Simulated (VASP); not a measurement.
# Te (P1) in VASP: notebook

Runs on Te. Level: PBEsol. Tasks: single point.

All numbers are computed with VASP 6.6.1; they aren't measurements. Logs are shortened: lines on timing, memory, paths and dates and some standing lists are left out, and cuts for length are marked.

### Step 1. The cell of the first run

The typed cell holds 8 atoms: a = 6.256 Å, b = 6.256 Å, c = 6.256 Å, α = 93.95°, β = 93.95°, γ = 93.95°.

### Step 2. Single point, PBEsol

Contents of INCAR:

```
PREC     = Accurate       # precision mode
ENCUT    = 400            # plane-wave cutoff, eV
EDIFF    = 1E-6           # SCF threshold, eV
ISMEAR   = 1              # smearing method
SIGMA    = 0.1            # smearing width, eV
LREAL    = F              # projectors in reciprocal space
LASPH    = T              # aspherical terms in the spheres
NELM     = 120            # most SCF steps
ALGO     = Normal         # electronic algorithm
ISIF     = 2              # what is computed and relaxed
LWAVE    = F              # write WAVECAR
LCHARG   = F              # write CHGCAR
GGA      = PS             # functional
NBANDS   = 34             # bands
GGA_COMPAT= F
```

Contents of KPOINTS:

```
Automatic mesh
0
Gamma
  2 2 2
```

Contents of POSCAR:

```
Te
1.0
    4.5735830000      2.6405600000      3.3538760000
   -4.5735830000      2.6405600000      3.3538760000
    0.0000000000     -5.2811190000      3.3538760000
Te
8
Direct
    0.2535669757      0.2446343729      0.2475614643
    0.2459100285      0.2456848221      0.7486704425
    0.2435285735      0.7517253199      0.2493711315
    0.2432908096      0.7489101456      0.7523805380
    0.7508413015      0.2369875024      0.2480162303
    0.7505352530      0.2539038373      0.7450766938
    0.7543611952      0.7451655602      0.2528337970
    0.7501002999      0.7521020127      0.7550498935
```

Potentials or basis: VASP PAW PBE potentials, release 64 (Te).

The run is started by

```bash
cat potpaw_PBE.64/Te/POTCAR > POTCAR
mpirun -np 1 vasp_std > vasp.out
```

OUTCAR:

```text
PREC = Accurate
   ENCUT = 400
   EDIFF = 1E-6
   ISMEAR = 1
   LREAL = F
   LASPH = T
   NELM = 120
   ISIF = 2
   GGA = PS

 ion  position               nearest neighbor table
   1  0.254  0.245  0.248-   3 3.08   5 3.11   2 3.12   2 3.14   5 3.14   3 3.18
   2  0.246  0.246  0.749-   6 3.10   4 3.11   1 3.12   1 3.14   4 3.15   6 3.16
   3  0.244  0.752  0.249-   7 3.06   1 3.08   4 3.11   4 3.15   1 3.18   7 3.20
   4  0.243  0.749  0.752-   8 3.09   3 3.11   2 3.11   2 3.15   3 3.15   8 3.17
   5  0.751  0.237  0.248-   7 3.08   6 3.10   1 3.11   1 3.14   6 3.16   7 3.18
   6  0.751  0.254  0.745-   2 3.10   5 3.10   8 3.11   8 3.14   5 3.16   2 3.16
   7  0.754  0.745  0.253-   3 3.06   5 3.08   8 3.12   8 3.14   5 3.18   3 3.20
   8  0.750  0.752  0.755-   4 3.09   6 3.11   7 3.12   7 3.14   6 3.14   4 3.17

  LATTYP: Found a trigonal (rhomboedric) cell.
 ALAT       =     6.2560932534
 COS(alpha) =    -0.0688990674

  Lattice vectors:

 A1 = (   4.5735830000,   2.6405600000,   3.3538760000)
 A2 = (  -4.5735830000,   2.6405600000,   3.3538760000)
 A3 = (   0.0000000000,  -5.2811190000,   3.3538760000)

Analysis of symmetry for initial positions (statically):
=====================================================================
 Subroutine PRICEL returns:
 Original cell was already a primitive cell.

 Routine SETGRP: Setting up the symmetry group for a
 trigonal (rhombohedral) supercell.

 Subroutine GETGRP returns: Found  1 space group operations
 (whereof  1 operations were pure point group operations)
 out of a pool of 12 trial point group operations.

The static configuration has the point symmetry C_1 .

Analysis of symmetry for dynamics (positions and initial velocities):
=====================================================================
 Subroutine PRICEL returns:
 Original cell was already a primitive cell.

 Routine SETGRP: Setting up the symmetry group for a
 trigonal (rhombohedral) supercell.

 Subroutine GETGRP returns: Found  1 space group operations
 (whereof  1 operations were pure point group operations)
 out of a pool of 12 trial point group operations.

The dynamic configuration has the point symmetry C_1 .

 Subroutine INISYM returns: Found  1 space group operations
 (whereof  1 operations are pure point group operations),
 and found     1 'primitive' translations

----------------------------------------------------------------------------------------

                                     Primitive cell

  volume of cell :     243.0249

  direct lattice vectors                    reciprocal lattice vectors
     4.573583000  2.640560000  3.353876000     0.109323478  0.063117932  0.099387488
    -4.573583000  2.640560000  3.353876000    -0.109323478  0.063117932  0.099387488
     0.000000000 -5.281119000  3.353876000     0.000000000 -0.126235865  0.099387507

  length of vectors
     6.256093253  6.256093253  6.256093199     0.160665395  0.160665395  0.160665398

  position of ions in fractional coordinates (direct lattice)
     0.253566976  0.244634373  0.247561464
     0.245910028  0.245684822  0.748670442
     0.243528574  0.751725320  0.249371131
     0.243290810  0.748910146  0.752380538
     0.750841302  0.236987502  0.248016230
     0.750535253  0.253903837  0.745076694
     0.754361195  0.745165560  0.252833797
     0.750100300  0.752102013  0.755049894

  ion indices of the primitive-cell ions
   primitive index   ion index
                 1           1
                 2           2
                 3           3
                 4           4
                 5           5
                 6           6
                 7           7
                 8           8

----------------------------------------------------------------------------------------

 KPOINTS: Automatic mesh

Automatic generation of k-mesh.
 Grid dimensions read from file:
 generate k-points for:    2    2    2

 Generating k-lattice:

  Cartesian coordinates                     Fractional coordinates (reciprocal lattice)
     0.054661739  0.031558966  0.049693744     0.500000000  0.000000000  0.000000000
    -0.054661739  0.031558966  0.049693744     0.000000000  0.500000000  0.000000000
     0.000000000 -0.063117932  0.049693754     0.000000000  0.000000000  0.500000000

  Length of vectors
     0.080332697  0.080332697  0.080332699

  Shift w.r.t. Gamma in fractional coordinates (k-lattice)
     0.000000000  0.000000000  0.000000000

 Subroutine IBZKPT returns following result:
 ===========================================

 Found      8 irreducible k-points:

 Following reciprocal coordinates:
            Coordinates               Weight
  0.000000  0.000000  0.000000      1.000000
  0.500000  0.000000  0.000000      1.000000
  0.000000  0.500000  0.000000      1.000000
  0.000000  0.000000  0.500000      1.000000
  0.500000  0.500000  0.000000      1.000000
  0.500000  0.000000  0.500000      1.000000
  0.000000  0.500000  0.500000      1.000000
  0.500000  0.500000  0.500000      1.000000
   k-points           NKPTS =      8   k-points in BZ     NKDIM =      8   number of bands    NBANDS=     34
   number of dos      NEDOS =    301   number of ions     NIONS =      8
   total plane-waves  NPLWV =  74088
   dimension x,y,z NGX =    42 NGY =   42 NGZ =   42
   dimension x,y,z NGXF=    84 NGYF=   84 NGZF=   84
   ions per type =               8
   NGX,Y,Z   is equivalent  to a cutoff of  11.16, 11.16, 11.16 a.u.
   NGXF,Y,Z  is equivalent  to a cutoff of  22.32, 22.32, 22.32 a.u.
 SYSTEM =  unknown system
   PREC   = accura    normal or accurate (medium, high low for compatibility)
   ISTART =      0    job   : 0-new  1-cont  2-samecut
   ICHARG =      2    charge: 1-file 2-atom 10-const
   ISPIN  =      1    spin polarized calculation?
   LNONCOLLINEAR =      F non collinear calculations
   LSORBIT =      F    spin-orbit coupling
   LASPH  =      T    aspherical Exc in radial PAW
   ENCUT  =  400.0 eV  29.40 Ry    5.42 a.u.  10.20 10.20 10.20*2*pi/ulx,y,z
   NELM   =    120;   NELMIN=  2; NELMDL= -5     # of ELM steps
   EDIFF  = 0.1E-05   stopping-criterion for ELM
   LREAL  =      F    real-space projection
   EDIFFG = 0.1E-04   stopping-criterion for IOM
   NSW    =      0    number of steps for IOM
   IBRION =     -1    ionic relax: 0-MD 1-quasi-New 2-CG
   NFREE  =      0    steps in history (QN), initial steepest desc. (CG)
   ISIF   =      2    stress and relaxation
   ISYM   =      2    0-nonsym 1-usesym 2-fastsym
   POTIM  = 0.5000    time-step for ionic-motion
   TEBEG  =    0.0;   TEEND  =   0.0 temperature during run
   PSTRESS=    0.0 pullay stress
   NELECT =      48.0000    total number of electrons
   NUPDOWN=      -1.0000    fix difference up-down
   EMIN   =  10.00;   EMAX   =-10.00  energy-range for DOS
   EFERMI =   0.00;   METHOD = LEGACY
   ISMEAR =     1;   SIGMA  =   0.10  broadening in eV -4-tet -1-fermi 0-gaus
   EFERMI_NEDOS =   21; number of points for ismear=-14 and -15
   IALGO  =     38    algorithm
   IMIX   =      4    mixing-type and parameters
     AMIX     =   0.40;   BMIX     =  1.00
     AMIX_MAG =   1.60;   BMIX_MAG =  1.00
  volume/ion in A,a.u.               =      30.38       205.00
  Fermi-wavevector in a.u.,A,eV,Ry     =   0.953392  1.801650 12.367109  0.908957
  Thomas-Fermi vector in A             =   2.082043
   LORBIT       =      0    0 simple, 1 ext, 2 COOP (PROOUT), +10 PAW based schemes
   GGA     = PS    functional components
   LHFCALC =     F    Hartree Fock is set to
   AEXX    =    0.0000 exact exchange contribution
   IVDW    =     0    specifies the selected vdW correction
   LEPSILON=     F    determine dielectric tensor
   LRPA    =     F    only Hartree local field effects (RPA)
 non-spin polarized calculation
 Methfessel and Paxton  Order N= 1 SIGMA  =   0.10
  energy-cutoff  :      400.00
  volume of cell :      243.02
 maximum number of plane-waves:      4438
 NGX is ok and might be reduce to    42
   NGX = 21   NGY = 21   NGZ = 21

 number of electron      47.9999999 magnetization

 Free energy of the ion-electron system (eV)
  ---------------------------------------------------
  ext. energy  EPLUGINS =         0.00000000
  ---------------------------------------------------
  free energy    TOTEN  =       -28.43046156 eV

  energy without entropy =      -28.40959431  energy(sigma->0) =      -28.42350581

 E-fermi :   6.3175     XC(G=0):  -9.7619

 val. band max:        6.3071884864   @ k =   0.0000   0.5000   0.5000
 cond. band min:       6.3227879694   @ k =   0.5000   0.0000   0.5000
 fundamental gap:      0.0155994830
 Fermi energy:         6.3174784471

 k-point     1 :       0.0000    0.0000    0.0000
  band No.  band energies     occupation
      1      -6.9241      2.00000
      2      -4.9702      2.00000
      3      -4.9581      2.00000
      4      -4.9527      2.00000
      5      -2.9856      2.00000
      6      -2.9761      2.00000
[... 26 lines left out ...]
     33      10.9885      0.00000
     34      11.0653      0.00000

 k-point     2 :       0.5000    0.0000    0.0000
  band No.  band energies     occupation
      1      -6.2132      2.00000
      2      -6.0951      2.00000
      3      -4.2942      2.00000
      4      -4.2136      2.00000
      5      -4.1572      2.00000
      6      -4.0983      2.00000
[... 26 lines left out ...]
     33      10.6563      0.00000
     34      10.7359      0.00000

 k-point     3 :       0.0000    0.5000    0.0000
  band No.  band energies     occupation
      1      -6.2036      2.00000
      2      -6.1053      2.00000
      3      -4.2569      2.00000
      4      -4.2280      2.00000
      5      -4.1604      2.00000
      6      -4.1217      2.00000
[... 26 lines left out ...]
     33      10.6342      0.00000
     34      10.6607      0.00000
[... 112 lines left out ...]
 k-point     7 :       0.0000    0.5000    0.5000
  band No.  band energies     occupation
      1      -5.5295      2.00000
      2      -5.4147      2.00000
      3      -5.3204      2.00000
      4      -5.2791      2.00000
      5      -3.5552      2.00000
      6      -3.4379      2.00000
[... 26 lines left out ...]
     33      11.9223      0.00000
     34      11.9459      0.00000

 k-point     8 :       0.5000    0.5000    0.5000
  band No.  band energies     occupation
      1      -4.8434      2.00000
      2      -4.7713      2.00000
      3      -4.7331      2.00000
      4      -4.6498      2.00000
      5      -4.5882      2.00000
      6      -4.5584      2.00000
[... 26 lines left out ...]
     33      14.0637      0.00000
     34      14.1023      0.00000

------------------------ aborting loop because EDIFF is reached ----------------------------------------

  FORCE on cell =-STRESS in cart. coord.  units (eV):
  Direction    XX          YY          ZZ          XY          YZ          ZX
  --------------------------------------------------------------------------------------
  -------------------------------------------------------------------------------------
  Total       -0.6142436     -1.0699096      1.4668530     -0.2326516      0.0137241      0.0516487
  in kB       -4.0494911     -7.0535357      9.6704431     -1.5337899      0.0904784      0.3405013
  external PRESSURE =      -0.4775279 kB  Pullay stress =       0.0000000 kB

 VOLUME and BASIS-vectors are now :
 -----------------------------------------------------------------------------
  energy-cutoff  :      400.00
  volume of cell :      243.02
      direct lattice vectors                 reciprocal lattice vectors
     4.573583000  2.640560000  3.353876000     0.109323478  0.063117932  0.099387488
    -4.573583000  2.640560000  3.353876000    -0.109323478  0.063117932  0.099387488
     0.000000000 -5.281119000  3.353876000     0.000000000 -0.126235865  0.099387507

 POSITION                                       TOTAL-FORCE (eV/Angst)
 -----------------------------------------------------------------------------------
      0.04085      0.00813      2.50120         0.085856     -0.231612     -0.119554
      0.00103     -2.65573      4.15970         0.036654      0.086743      0.083809
     -2.32428      1.31107      4.17432        -0.153037      0.215522      0.078508
     -2.31249     -1.35345      5.85111        -0.226389     -0.229630      0.006715
      2.35015      1.29862      4.14487         0.078622      0.002813      0.160150
      2.27139     -1.28256      5.86766        -0.036905      0.043646     -0.111003
      0.04206      2.62435      5.87720         0.001692     -0.020900     -0.101557
     -0.00915     -0.02085      7.57054         0.213508      0.133417      0.002932
 -----------------------------------------------------------------------------------
    total drift:                                0.000049      0.000036      0.000003

  FREE ENERGIE OF THE ION-ELECTRON SYSTEM (eV)
  ---------------------------------------------------
  free  energy   TOTEN  =       -28.4304615587 eV

  energy  without entropy=      -28.4095943056  energy(sigma->0) =      -28.42350581
```

It took 31 s on 1 thread of AMD EPYC 9R45 (Zen 5), shared host; peak memory 0.22 GiB.

What came out:

| Quantity | Value |
| --- | --- |
| Free energy | -28.4305 eV |
| Pressure | 0.0 GPa |
| Largest force | 0.323 eV/Å |
| Band gap on the k mesh | zero (bands 24 and 25 overlap by 3.64 eV) |

Forces on the atoms (eV/Å):
```
Te   0.086 -0.232 -0.120
Te   0.037  0.087  0.084
Te  -0.153  0.216  0.079
Te  -0.226 -0.230  0.007
Te   0.079  0.003  0.160
Te  -0.037  0.044 -0.111
Te   0.002 -0.021 -0.102
Te   0.214  0.133  0.003
```

Levels at points of the mesh, in eV from the Fermi level:
| k point | band 21 | band 22 | band 23 | band 24 | band 25 | band 26 |
| --- | --- | --- | --- | --- | --- | --- |
| (0.00, 0.00, 0.00) | 1.94 | 2.39 | 2.42 | 2.69 | 2.72 | 2.75 |
| (0.50, 0.00, 0.00) | -0.67 | -0.57 | 0.81 | 1.03 | 2.68 | 2.76 |
| (0.00, 0.50, 0.00) | -0.68 | -0.62 | 0.83 | 1.00 | 2.69 | 2.75 |
| (0.00, 0.00, 0.50) | -0.71 | -0.67 | 0.91 | 0.93 | 2.70 | 2.72 |
| (0.50, 0.50, 0.00) | -0.50 | -0.41 | -0.12 | -0.04 | -0.01 | 0.05 |
| (0.50, 0.00, 0.50) | -0.46 | -0.41 | -0.09 | -0.04 | -0.01 | 0.01 |
| (0.00, 0.50, 0.50) | -0.48 | -0.41 | -0.14 | -0.02 | -0.01 | 0.03 |
| (0.50, 0.50, 0.50) | -1.03 | -1.02 | -0.99 | -0.96 | -0.95 | -0.91 |

Caveat: the k points lie up to 0.50 Å⁻¹ apart, too coarse for converged energies and pressures of a metal; the PAW data sets were made with another functional, which shifts forces and pressure a little; spin-orbit coupling is left out, which moves the levels of the heavy elements.

[end of part 1 of 2]
